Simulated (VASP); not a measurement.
# Ge2S (I4/mmm) in VASP: further runs

The runs below take Ge2S through single point, with PBE.

All numbers are computed with VASP 6.6.1; they aren't measurements. Logs are shortened: lines on timing, memory, paths and dates and some standing lists are left out, and cuts for length are marked.

## 1. The cell of the first run

Symmetry: I4/mmm, No. 139, tetragonal system. The conventional cell has a = 3.542 Å, b = 3.542 Å, c = 8.690 Å, α = 90.00°, β = 90.00°, γ = 90.00°. Within 3.8 Å of Ge (site symmetry 4mm) lie 9 Ge at 2.87 to 3.54 Å and 5 S at 2.89 to 2.91 Å. S (site symmetry 4/mmm) has 10 Ge at 2.89 to 2.91 Å and 4 S at 3.54 Å within 3.8 Å.

## 2. Single point, PBE

INCAR

```
PREC = Accurate ; ENCUT = 520
EDIFF = 1E-6 ; ISMEAR = 0
SIGMA = 0.1 ; LREAL = False
LASPH = True ; NELM = 60
ALGO = Normal ; ISIF = 2
LWAVE = False ; LCHARG = False
GGA = PE ; NBANDS = 24
```

KPOINTS

```
regular mesh
0
Gamma
  8 8 8
```

POSCAR

```
Ge2S
1.0
   -1.7711873486      1.7711873486      4.3449439646
    1.7711873486     -1.7711873486      4.3449439646
    1.7711873486      1.7711873486     -4.3449439646
Ge S
2 1
Direct
    0.6650000000      0.6650000000      0.0000000000
    0.3350000000      0.3350000000      0.0000000000
    0.0000000000      0.0000000000      0.0000000000
```

Potentials or basis: VASP PAW PBE potentials, release 64 (Ge_d, S).

Started as:

```bash
$ cat potpaw_PBE.64/Ge_d/POTCAR potpaw_PBE.64/S/POTCAR > POTCAR
$ mpirun -np 1 vasp_std > vasp.out
```

OUTCAR:

```text
PREC = Accurate
   ENCUT = 520
   EDIFF = 1E-6
   ISMEAR = 0
   LREAL = False
   LASPH = True
   NELM = 60
   ISIF = 2
   GGA = PE

 ion  position               nearest neighbor table
   1  0.665  0.665  0.000-   2 2.87   2 2.91   2 2.91   2 2.91   2 2.91
   2  0.335  0.335  0.000-   1 2.87   1 2.91   1 2.91   1 2.91   1 2.91
   3  0.000  0.000  0.000-

  LATTYP: Found a body centered tetragonal cell.
 ALAT       =     3.5423746972
 C/A-ratio  =     2.4531250000

  Lattice vectors:

 A1 = (  -1.7711873486,   1.7711873486,   4.3449439646)
 A2 = (   1.7711873486,  -1.7711873486,   4.3449439646)
 A3 = (   1.7711873486,   1.7711873486,  -4.3449439646)

Analysis of symmetry for initial positions (statically):
=====================================================================
 Subroutine PRICEL returns:
 Original cell was already a primitive cell.

 Routine SETGRP: Setting up the symmetry group for a
 body centered tetragonal supercell.

 Subroutine GETGRP returns: Found 16 space group operations
 (whereof 16 operations were pure point group operations)
 out of a pool of 16 trial point group operations.

The static configuration has the point symmetry D_4h.

Analysis of symmetry for dynamics (positions and initial velocities):
=====================================================================
 Subroutine PRICEL returns:
 Original cell was already a primitive cell.

 Routine SETGRP: Setting up the symmetry group for a
 body centered tetragonal supercell.

 Subroutine GETGRP returns: Found 16 space group operations
 (whereof 16 operations were pure point group operations)
 out of a pool of 16 trial point group operations.

The dynamic configuration has the point symmetry D_4h.

 Subroutine INISYM returns: Found 16 space group operations
 (whereof 16 operations are pure point group operations),
 and found     1 'primitive' translations

----------------------------------------------------------------------------------------

                                     Primitive cell

  volume of cell :      54.5222

  direct lattice vectors                    reciprocal lattice vectors
    -1.771187349  1.771187349  4.344943965     0.000000000  0.282296506  0.115076283
     1.771187349 -1.771187349  4.344943965     0.282296506  0.000000000  0.115076283
     1.771187349  1.771187349 -4.344943965     0.282296506  0.282296506  0.000000000

  length of vectors
     5.015251470  5.015251470  5.015251470     0.304850567  0.304850567  0.399227547

  position of ions in fractional coordinates (direct lattice)
     0.665000000  0.665000000  0.000000000
     0.335000000  0.335000000  0.000000000
     0.000000000  0.000000000  0.000000000

  ion indices of the primitive-cell ions
   primitive index   ion index
                 1           1
                 2           2
                 3           3

----------------------------------------------------------------------------------------

 KPOINTS: regular mesh

Automatic generation of k-mesh.
 Grid dimensions read from file:
 generate k-points for:    8    8    8

 Generating k-lattice:

  Cartesian coordinates                     Fractional coordinates (reciprocal lattice)
     0.000000000  0.035287063  0.014384535     0.125000000  0.000000000  0.000000000
     0.035287063  0.000000000  0.014384535     0.000000000  0.125000000  0.000000000
     0.035287063  0.035287063  0.000000000     0.000000000  0.000000000  0.125000000

  Length of vectors
     0.038106321  0.038106321  0.049903443

  Shift w.r.t. Gamma in fractional coordinates (k-lattice)
     0.000000000  0.000000000  0.000000000

 Subroutine IBZKPT returns following result:
 ===========================================

 Found     59 irreducible k-points:

 Following reciprocal coordinates:
            Coordinates               Weight
  0.000000  0.000000  0.000000      1.000000
  0.125000 -0.000000  0.000000      8.000000
  0.250000 -0.000000  0.000000      8.000000
  0.375000  0.000000  0.000000      8.000000
  0.500000 -0.000000  0.000000      4.000000
  0.125000  0.125000  0.000000      8.000000
[... 16 lines left out ...]
  0.250000  0.125000  0.125000     16.000000
  0.375000  0.125000  0.125000      8.000000
 [... further k-points ...]
   k-points           NKPTS =     59   k-points in BZ     NKDIM =     59   number of bands    NBANDS=     24
   number of dos      NEDOS =    301   number of ions     NIONS =      3
   total plane-waves  NPLWV =  64000
   dimension x,y,z NGX =    40 NGY =   40 NGZ =   40
   dimension x,y,z NGXF=    80 NGYF=   80 NGZF=   80
   ions per type =               2   1
   NGX,Y,Z   is equivalent  to a cutoff of  13.26, 13.26, 13.26 a.u.
   NGXF,Y,Z  is equivalent  to a cutoff of  26.52, 26.52, 26.52 a.u.
 SYSTEM =  unknown system
   PREC   = accura    normal or accurate (medium, high low for compatibility)
   ISTART =      0    job   : 0-new  1-cont  2-samecut
   ICHARG =      2    charge: 1-file 2-atom 10-const
   ISPIN  =      1    spin polarized calculation?
   LNONCOLLINEAR =      F non collinear calculations
   LSORBIT =      F    spin-orbit coupling
   LASPH  =      T    aspherical Exc in radial PAW
   ENCUT  =  520.0 eV  38.22 Ry    6.18 a.u.   9.33  9.33  9.33*2*pi/ulx,y,z
   NELM   =     60;   NELMIN=  2; NELMDL= -5     # of ELM steps
   EDIFF  = 0.1E-05   stopping-criterion for ELM
   LREAL  =      F    real-space projection
   EDIFFG = 0.1E-04   stopping-criterion for IOM
   NSW    =      0    number of steps for IOM
   IBRION =     -1    ionic relax: 0-MD 1-quasi-New 2-CG
   NFREE  =      0    steps in history (QN), initial steepest desc. (CG)
   ISIF   =      2    stress and relaxation
   ISYM   =      2    0-nonsym 1-usesym 2-fastsym
   POTIM  = 0.5000    time-step for ionic-motion
   TEBEG  =    0.0;   TEEND  =   0.0 temperature during run
   PSTRESS=    0.0 pullay stress
   NELECT =      34.0000    total number of electrons
   NUPDOWN=      -1.0000    fix difference up-down
   EMIN   =  10.00;   EMAX   =-10.00  energy-range for DOS
   EFERMI =   0.00;   METHOD = LEGACY
   ISMEAR =     0;   SIGMA  =   0.10  broadening in eV -4-tet -1-fermi 0-gaus
   EFERMI_NEDOS =   21; number of points for ismear=-14 and -15
   IALGO  =     38    algorithm
   IMIX   =      4    mixing-type and parameters
     AMIX     =   0.40;   BMIX     =  1.00
     AMIX_MAG =   1.60;   BMIX_MAG =  1.00
  volume/ion in A,a.u.               =      18.17       122.64
  Fermi-wavevector in a.u.,A,eV,Ry     =   1.398653  2.643072 26.616140  1.956231
  Thomas-Fermi vector in A             =   2.521790
   LORBIT       =      0    0 simple, 1 ext, 2 COOP (PROOUT), +10 PAW based schemes
   GGA     = PE    functional components
   LHFCALC =     F    Hartree Fock is set to
   AEXX    =    0.0000 exact exchange contribution
   IVDW    =     0    specifies the selected vdW correction
   LEPSILON=     F    determine dielectric tensor
   LRPA    =     F    only Hartree local field effects (RPA)
 non-spin polarized calculation
 Gauss-broadening in eV      SIGMA  =   0.10
  energy-cutoff  :      520.00
  volume of cell :       54.52
 maximum number of plane-waves:      1493
 NGX is ok and might be reduce to    40
   NGX = 19   NGY = 19   NGZ = 19

 number of electron      33.9999996 magnetization

 Free energy of the ion-electron system (eV)
  ---------------------------------------------------
  ext. energy  EPLUGINS =         0.00000000
  ---------------------------------------------------
  free energy    TOTEN  =       -12.26614238 eV

  energy without entropy =      -12.25848032  energy(sigma->0) =      -12.26231135

 E-fermi :   6.8786     XC(G=0): -11.1288

 val. band max:        6.8739843191   @ k =   0.2500   0.2500   0.0000
 cond. band min:       6.9073922591   @ k =  -0.3750   0.5000   0.2500
 fundamental gap:      0.0334079399
 Fermi energy:         6.8785684911

 k-point     1 :       0.0000    0.0000    0.0000
  band No.  band energies     occupation
      1     -18.0326      2.00000
      2     -18.0316      2.00000
      3     -18.0220      2.00000
      4     -18.0119      2.00000
      5     -18.0119      2.00000
      6     -17.9993      2.00000
[... 16 lines left out ...]
     23      13.4016      0.00000
     24      14.7423      0.00000

 k-point     2 :       0.1250   -0.0000    0.0000
  band No.  band energies     occupation
      1     -18.0362      2.00000
      2     -18.0302      2.00000
      3     -18.0268      2.00000
      4     -18.0157      2.00000
      5     -18.0127      2.00000
      6     -17.9920      2.00000
[... 16 lines left out ...]
     23      13.7575      0.00000
     24      14.2973      0.00000

 k-point     3 :       0.2500   -0.0000    0.0000
  band No.  band energies     occupation
      1     -18.0425      2.00000
      2     -18.0371      2.00000
      3     -18.0271      2.00000
      4     -18.0241      2.00000
      5     -18.0096      2.00000
      6     -17.9904      2.00000
[... 16 lines left out ...]
     23      14.4557      0.00000
     24      16.2312      0.00000

 k-point     4 :       0.3750    0.0000    0.0000
  band No.  band energies     occupation
      1     -18.0461      2.00000
      2     -18.0435      2.00000
      3     -18.0328      2.00000
      4     -18.0300      2.00000
      5     -18.0024      2.00000
      6     -17.9880      2.00000
[... 16 lines left out ...]
     23      15.7513      0.00000
     24      15.9468      0.00000

 k-point     5 :       0.5000   -0.0000    0.0000
  band No.  band energies     occupation
      1     -18.0464      2.00000
      2     -18.0457      2.00000
      3     -18.0372      2.00000
      4     -18.0319      2.00000
      5     -17.9992      2.00000
      6     -17.9842      2.00000
[... 16 lines left out ...]
     23      14.9243      0.00000
     24      14.9608      0.00000

 k-point     6 :       0.1250    0.1250    0.0000
  band No.  band energies     occupation
      1     -18.0407      2.00000
      2     -18.0327      2.00000
      3     -18.0290      2.00000
      4     -18.0174      2.00000
      5     -18.0139      2.00000
      6     -17.9863      2.00000
[... 16 lines left out ...]
     23      13.7153      0.00000
     24      15.0155      0.00000
[... 379 lines left out ...]
 k-point    21 :       0.5000    0.5000    0.0000
  band No.  band energies     occupation
      1     -18.0475      2.00000
      2     -18.0356      2.00000
      3     -18.0240      2.00000
      4     -18.0060      2.00000
      5     -18.0053      2.00000
      6     -17.9851      2.00000
[... 16 lines left out ...]
     23      18.0666      0.00000
     24      19.0691      0.00000

 k-point    22 :       0.1250    0.1250    0.1250
  band No.  band energies     occupation
      1     -18.0536      2.00000
      2     -18.0293      2.00000
      3     -18.0275      2.00000
      4     -18.0154      2.00000
      5     -18.0006      2.00000
      6     -17.9880      2.00000
[... 16 lines left out ...]
     23      16.0322      0.00000
     24      16.4702      0.00000

 k-point    23 :       0.2500    0.1250    0.1250
  band No.  band energies     occupation
      1     -18.0531      2.00000
      2     -18.0351      2.00000
      3     -18.0313      2.00000
      4     -18.0149      2.00000
      5     -17.9959      2.00000
      6     -17.9888      2.00000
[... 16 lines left out ...]
     23      17.0876      0.00000
     24      17.3158      0.00000

 k-point    24 :       0.3750    0.1250    0.1250
  band No.  band energies     occupation
      1     -18.0488      2.00000
      2     -18.0426      2.00000
      3     -18.0325      2.00000
      4     -18.0141      2.00000
      5     -17.9982      2.00000
      6     -17.9820      2.00000
[... 16 lines left out ...]
     23      17.3235      0.00000
     24      17.4432      0.00000

 [... further k-points ...]

------------------------ aborting loop because EDIFF is reached ----------------------------------------

  FORCE on cell =-STRESS in cart. coord.  units (eV):
  Direction    XX          YY          ZZ          XY          YZ          ZX
  --------------------------------------------------------------------------------------
  -------------------------------------------------------------------------------------
  Total        0.1924239      0.1924239      1.5773420      0.0000000     -0.0000000      0.0000000
  in kB        5.6545275      5.6545275     46.3514451      0.0000000     -0.0000000      0.0000000
  external PRESSURE =      19.2201667 kB  Pullay stress =       0.0000000 kB

 VOLUME and BASIS-vectors are now :
 -----------------------------------------------------------------------------
  energy-cutoff  :      520.00
  volume of cell :       54.52
      direct lattice vectors                 reciprocal lattice vectors
    -1.771187349  1.771187349  4.344943965     0.000000000  0.282296506  0.115076283
     1.771187349 -1.771187349  4.344943965     0.282296506  0.000000000  0.115076283
     1.771187349  1.771187349 -4.344943965     0.282296506  0.282296506  0.000000000

 POSITION                                       TOTAL-FORCE (eV/Angst)
 -----------------------------------------------------------------------------------
      0.00000      0.00000      5.77878         0.000000      0.000000     -0.086731
      0.00000      0.00000      2.91111        -0.000000     -0.000000      0.086731
      0.00000      0.00000      0.00000        -0.000000     -0.000000     -0.000000
 -----------------------------------------------------------------------------------
    total drift:                               -0.000000     -0.000000      0.000000

  FREE ENERGIE OF THE ION-ELECTRON SYSTEM (eV)
  ---------------------------------------------------
  free  energy   TOTEN  =       -12.2661423766 eV

  energy  without entropy=      -12.2584803169  energy(sigma->0) =      -12.26231135
```

Run time: 94 s. Hardware: 1 thread of Intel Xeon Platinum 8488C (Sapphire Rapids), shared host; peak memory 0.26 GiB.

Results:

* Free energy: -12.2661 eV
* Pressure: 1.9 GPa
* Largest force: 0.087 eV/Å
* Band gap on the k mesh: zero (bands 17 and 18 overlap by 5.19 eV)

Forces in eV/Å, atoms in the order of the input:
```
Ge   0.000  0.000 -0.087
Ge   0.000  0.000  0.087
S    0.000  0.000  0.000
```

## 3. Single point, PBE

This run uses another cell than the first one, of 18.76 Å³/atom.

Changes to INCAR since step 2:

```diff
@@ -3,3 +3,3 @@
 SIGMA = 0.1 ; LREAL = False
-LASPH = True ; NELM = 60
+LASPH = True ; NELM = 80
 ALGO = Normal ; ISIF = 2
```

KPOINTS

```
regular mesh
0
Gamma
  18 18 18
```

POSCAR

```
Ge2S
1.0
   -1.7093441578      1.7093441578      4.8156591433
    1.7093441578     -1.7093441578      4.8156591433
    1.7093441578      1.7093441578     -4.8156591433
Ge S
2 1
Direct
    0.6489585328      0.6489585328      0.0000000000
    0.3510414672      0.3510414672      0.0000000000
    0.0000000000      0.0000000000      0.0000000000
```

Potentials or basis: VASP PAW PBE potentials, release 64 (Ge_d, S).

Started as:

```bash
$ cat potpaw_PBE.64/Ge_d/POTCAR potpaw_PBE.64/S/POTCAR > POTCAR
$ mpirun -np 1 vasp_std > vasp.out
```

Run time: 14 min. Hardware: 1 thread of Intel Xeon Platinum 8488C (Sapphire Rapids), shared host; peak memory 0.66 GiB.

Results (log left out):

```yaml
Free_energy: -12.3883 eV
Pressure: 0.0 GPa
Largest_force: 0.005 eV/Å
Band_gap_on_the_k_mesh: zero (bands 17 and 18 overlap by 5.19 eV)
```

Forces in eV/Å, atoms in the order of the input:
```
Ge   0.000  0.000  0.005
Ge   0.000  0.000 -0.005
S    0.000  0.000  0.000
```

Levels at points of the mesh, in eV from the Fermi level:
| k point | band 15 | band 16 | band 17 | band 18 | band 19 | band 20 |
| --- | --- | --- | --- | --- | --- | --- |
| (0.00, 0.00, 0.00) | -2.68 | -2.32 | -1.00 | 1.32 | 1.32 | 4.60 |
| (0.50, 0.00, 0.00) | -2.16 | -1.61 | -0.75 | 1.72 | 2.24 | 3.48 |
| (0.50, 0.50, 0.00) | -5.78 | -3.15 | -2.82 | -0.98 | 0.20 | 0.53 |
| (0.50, 0.50, 0.50) | -3.02 | -1.53 | 2.60 | 3.22 | 3.38 | 3.38 |
